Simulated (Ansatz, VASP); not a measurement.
## Two plane-wave programs on N

```
N
1.0
     2.51947    0.00000    0.00000
    -1.25974    2.18193    0.00000
     0.00000    0.00000    2.44600
N
2
Direct
  0.33333 0.66667 0.75000
  0.66667 0.33333 0.25000
```

Alike in both runs: functional PBEsol-based screened hybrid; k mesh 6 × 6 × 6; occupations fermi-dirac, width 0.05 eV; no spin polarisation.

|  | VASP | Ansatz |
| --- | --- | --- |
| version | VASP 6.6.1 | Ansatz 0.2.0 |
| potentials or method | VASP PAW PBE potentials, release 64 (N) | PseudoDojo standard (PBEsol files) |
| plane-wave cutoff (eV) | 520 | 1143 |
| valence electrons in the cell | 10 | 10 |
| task | single point | electron localisation function |

|  | VASP | Ansatz | Ansatz less VASP |
| --- | --- | --- | --- |
| gap on the k mesh at the Fermi level (eV) | none | none | - |
| pressure (GPa) | -6.8 | -4.8 | +2.00 |
| traceless stress, the component that is largest in VASP (GPa) | -6.62 | -6.39 | +0.229 |

VASP's potentials were made for PBE, not for PBEsol-based screened hybrid. A gap of «none» marks a metal or a gap that the smearing closes. With one functional, cell and mesh, what is left measures potentials, basis and numerics.

The k mesh is coarse, so the values compare programs but aren't converged.
